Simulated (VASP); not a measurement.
# Al32H (a cell with a defect) in VASP: further runs, part 2 of 2

VASP 6.6.1. The steps go on from the part before.

**3. Single point, PBE**

Contents of INCAR:

```
SYSTEM = Al32H
PREC = Accurate ; ENCUT = 520
EDIFF = 1E-6 ; ISMEAR = 0
SIGMA = 0.05 ; LREAL = Auto
LASPH = .TRUE. ; NELM = 100
ALGO = Normal ; ISIF = 2
LWAVE = .FALSE. ; LCHARG = .FALSE.
GGA = PE ; NBANDS = 70
```

Contents of KPOINTS:

```
regular mesh
0
G
  3 3 3
  0 0 0
```

Contents of POSCAR:

```
Al32H
1.0
    8.1000000000      0.0000000000      0.0000000000
    0.0000000000      8.1000000000      0.0000000000
    0.0000000000      0.0000000000      8.1000000000
Al H
32 1
Direct
    0.5003793662      0.0003637569      0.0003718288
    0.7498809123      0.2499239915     -0.0056695357
    0.7498796767     -0.0056989447      0.2499010800
   -0.0003188787      0.0003767944      0.0003822821
    0.2500472095      0.2499980070     -0.0012989505
    0.5003897219      0.4996725605      0.0003837552
    0.7499970429      0.7500299961     -0.0012934412
    0.2500451675     -0.0012961038      0.2499966216
    0.4943562801      0.2499247195      0.2499030339
    0.7498698214      0.5059818622      0.2498929875
    0.5003892953      0.0003778317      0.4996764037
    0.7498682000      0.2499159054      0.5060345193
    0.7499959906     -0.0012931336      0.7500370411
   -0.0003177274      0.4996710377      0.0003645093
    0.2500218727      0.7500138178     -0.0008353466
    0.0060884570      0.2499148843      0.2498903372
    0.2500301933      0.5012658879      0.2499904276
    0.4987041433      0.7500312285      0.2499983410
   -0.0003136789      0.0003522548      0.4996810799
    0.2500278964      0.2499918151      0.5012600630
    0.5003753967      0.4996677904      0.4996737787
    0.7499872949      0.7500176861      0.5012552128
    0.2500228710     -0.0008394282      0.7500187197
    0.4987016119      0.2499986753      0.7500403118
    0.7499884116      0.5012631945      0.7500247349
    0.0012494169      0.7500162501      0.2499885956
   -0.0002863683      0.4997067822      0.4997100594
    0.2500313085      0.7500198309      0.5008780608
    0.0012515816      0.2499910969      0.7500209970
    0.2500302299      0.5008724694      0.7500247301
    0.4991683434      0.7500131772      0.7500170769
    0.0008838295      0.7500205352      0.7500265138
    0.7540124602      0.2525595909      0.2532979113
```

Potentials or basis: VASP PAW PBE potentials, release 64 (Al, H).

Started as:

```bash
$ cat potpaw_PBE.64/Al/POTCAR potpaw_PBE.64/H/POTCAR > POTCAR
$ mpirun -np 1 vasp_std > vasp.out
```

OUTCAR:

```text
SYSTEM = Al32H
   PREC = Accurate
   ENCUT = 520
   EDIFF = 1E-6
   ISMEAR = 0
   LREAL = Auto
   LASPH = .TRUE.
   NELM = 100
   ISIF = 2
   GGA = PE

 ion  position               nearest neighbor table
   1  0.500  0.000  0.000-   3 2.86   2 2.86   9 2.86  13 2.86   7 2.86   8 2.86  18 2.86   5 2.86
                            24 2.86  31 2.87  15 2.87  23 2.87
   2  0.750  0.250  0.994-  33 2.10  24 2.84  13 2.84  25 2.84  29 2.84   1 2.86   6 2.86   4 2.86
                            14 2.86   9 2.93   3 2.93  10 2.93  16 2.93
   3  0.750  0.994  0.250-  33 2.09  18 2.84   7 2.84  22 2.84  26 2.84   1 2.86  11 2.86   4 2.86
                            19 2.86   9 2.93   2 2.93  12 2.93  16 2.93
   4  1.000  0.000  0.000-  16 2.86   3 2.86   2 2.86  26 2.86  29 2.86   8 2.86   5 2.86  13 2.86
                             7 2.86  15 2.87  23 2.87  32 2.87
   5  0.250  0.250  0.999-  16 2.84   9 2.84  24 2.85  29 2.85  23 2.86  30 2.86   1 2.86   4 2.86
                             6 2.86  14 2.86  17 2.88   8 2.88
   6  0.500  0.500  0.000-  10 2.86   2 2.86   9 2.86  25 2.86   7 2.86  17 2.86  18 2.86   5 2.86
                            24 2.86  31 2.87  15 2.87  30 2.87
   7  0.750  0.750  0.999-  10 2.84   3 2.84  13 2.85  25 2.85  31 2.86  32 2.86   1 2.86   6 2.86
                             4 2.86  14 2.86  26 2.88  18 2.88
   8  0.250  0.999  0.250-  16 2.84   9 2.84  18 2.85  26 2.85  15 2.86  28 2.86   1 2.86   4 2.86
                            11 2.86  19 2.86  20 2.88   5 2.88
   9  0.494  0.250  0.250-  33 2.10   5 2.84   8 2.84  17 2.84  20 2.84   1 2.86   6 2.86  11 2.86
[... 32 lines left out ...]
                            14 2.86  27 2.86  29 2.88  24 2.88
  26  0.001  0.750  0.250-  10 2.84   3 2.84   8 2.85  17 2.85  15 2.86  28 2.86   4 2.86  14 2.86
                            19 2.86  27 2.86  22 2.88   7 2.88
  27  1.000  0.500  0.500-  16 2.86  12 2.86  10 2.86  29 2.86  20 2.86  26 2.86  17 2.86  22 2.86
                            25 2.86  32 2.87  28 2.87  30 2.87
  28  0.250  0.750  0.501-  31 2.85  23 2.85  30 2.85  32 2.85  18 2.86   8 2.86  17 2.86  26 2.86
                            27 2.87  19 2.87  21 2.87  11 2.87
  29  0.001  0.250  0.750-  12 2.84   2 2.84   5 2.85  20 2.85  23 2.86  30 2.86   4 2.86  19 2.86
                            14 2.86  27 2.86  25 2.88  13 2.88
  30  0.250  0.501  0.750-  31 2.85  15 2.85  28 2.85  32 2.85  24 2.86   5 2.86  20 2.86  29 2.86
                            27 2.87  14 2.87  21 2.87   6 2.87
  31  0.499  0.750  0.750-  28 2.85  30 2.85  23 2.85  15 2.85   7 2.86  13 2.86  25 2.86  22 2.86
                            21 2.87   1 2.87  11 2.87   6 2.87
[... 229 lines left out ...]

 Free energy of the ion-electron system (eV)
  ---------------------------------------------------
  ext. energy  EPLUGINS =         0.00000000
  ---------------------------------------------------
  free energy    TOTEN  =      -123.25670068 eV

  energy without entropy =     -123.25360044  energy(sigma->0) =     -123.25515056

 E-fermi :   7.7892     XC(G=0): -10.1961

 val. band max:        7.7216172734   @ k =  -0.3333   0.3333   0.3333
 cond. band min:       7.9913735866   @ k =   0.0000   0.3333   0.0000
 fundamental gap:      0.2697563132
 Fermi energy:         7.7892034787

 k-point     1 :       0.0000    0.0000    0.0000
  band No.  band energies     occupation
      1      -3.2848      2.00000
      2      -1.6542      2.00000
      3      -0.9223      2.00000
      4      -0.9223      2.00000
      5      -0.8947      2.00000
      6      -0.8947      2.00000
[... 871 lines left out ...]
     59       9.7685      0.00000
     60       9.7685      0.00000
 [bands above 60 left out]

------------------------ aborting loop because EDIFF is reached ----------------------------------------

  FORCE on cell =-STRESS in cart. coord.  units (eV):
  Direction    XX          YY          ZZ          XY          YZ          ZX
  --------------------------------------------------------------------------------------
  -------------------------------------------------------------------------------------
  Total        0.4388778      0.4357614      0.4368224     -0.0018060     -0.0012131     -0.0021130
  in kB        1.3231198      1.3137244      1.3169230     -0.0054446     -0.0036573     -0.0063701
  external PRESSURE =       1.3179224 kB  Pullay stress =       0.0000000 kB

 VOLUME and BASIS-vectors are now :
 -----------------------------------------------------------------------------
  energy-cutoff  :      520.00
  volume of cell :      531.44
      direct lattice vectors                 reciprocal lattice vectors
     8.100000000  0.000000000  0.000000000     0.123456790  0.000000000  0.000000000
     0.000000000  8.100000000  0.000000000     0.000000000  0.123456790  0.000000000
     0.000000000  0.000000000  8.100000000     0.000000000  0.000000000  0.123456790

 POSITION                                       TOTAL-FORCE (eV/Angst)
 -----------------------------------------------------------------------------------
      4.05307      0.00295      0.00301         0.003924      0.004272      0.004032
      6.07404      2.02438      8.05408         0.000993      0.000244      0.007593
      6.07403      8.05384      2.02420         0.000629      0.006687      0.000193
      8.09742      0.00305      0.00310        -0.004874      0.003957      0.004087
      2.02538      2.02498      8.08948        -0.000456      0.000076     -0.011056
      4.05316      4.04735      0.00311         0.003808     -0.004957      0.003909
[... 25 lines left out ...]
      0.00716      6.07517      6.07521         0.009238      0.000954      0.001355
      6.10750      2.04573      2.05171        -0.013378     -0.008492     -0.011037
 -----------------------------------------------------------------------------------
    total drift:                                0.005476      0.001817      0.005712

  FREE ENERGIE OF THE ION-ELECTRON SYSTEM (eV)
  ---------------------------------------------------
  free  energy   TOTEN  =      -123.2567006848 eV

  energy  without entropy=     -123.2536004401  energy(sigma->0) =     -123.25515056
```

stdout:

```text
POSCAR found type information on POSCAR AlH
 POSCAR found :  2 types and      33 ions
 scaLAPACK will be used
 LDA part: xc-table for (Slater+PW92), standard interpolation
 POSCAR, INCAR and KPOINTS ok, starting setup
 FFT: planning ... GRIDC
 FFT: planning ... GRID_SOFT
 FFT: planning ... GRID
 WAVECAR not read
 entering main loop
```

It took 5.5 min on 1 thread of Intel Xeon 6975P-C (Granite Rapids), shared host; peak memory 0.65 GiB.

Results:

* Free energy: -123.2567 eV
* Pressure: 0.1 GPa
* Largest force: 0.019 eV/Å
* Band gap on the k mesh: zero (an odd number of electrons rules out a gap without spin polarisation)

Forces in eV/Å, atoms in the order of the input:
```
Al   0.004  0.004  0.004
Al   0.001  0.000  0.008
Al   0.001  0.007  0.000
Al  -0.005  0.004  0.004
Al   0.000  0.000 -0.011
Al   0.004 -0.005  0.004
Al   0.000  0.000 -0.011
Al   0.000 -0.011  0.000
Al   0.008  0.001  0.001
Al   0.001 -0.001  0.001
Al   0.004  0.004 -0.005
Al   0.001  0.000  0.001
Al   0.000 -0.011  0.000
Al  -0.005 -0.005  0.004
Al   0.001  0.001 -0.009
Al   0.002  0.000  0.000
Al   0.000  0.011  0.000
Al  -0.011  0.000  0.000
Al  -0.005  0.005 -0.005
Al   0.000  0.000  0.011
Al   0.004 -0.004 -0.005
Al   0.000  0.000  0.011
Al   0.001 -0.010  0.001
Al  -0.011  0.000  0.000
Al   0.000  0.011  0.000
Al   0.011  0.000  0.000
Al  -0.005 -0.005 -0.005
Al   0.001  0.001  0.009
Al   0.011  0.000  0.000
Al   0.001  0.009  0.001
Al  -0.009  0.001  0.001
Al   0.009  0.001  0.001
H   -0.013 -0.008 -0.011
```

Levels at points of the mesh, in eV from the Fermi level:
```tsv
k point	band 44	band 45	band 46	band 47	band 48	band 49	band 50	band 51	band 52	band 53
(0.00, 0.00, 0.00)	-0.64	-0.64	-0.63	0.31	0.31	0.36	0.36	0.36	1.20	1.20
```
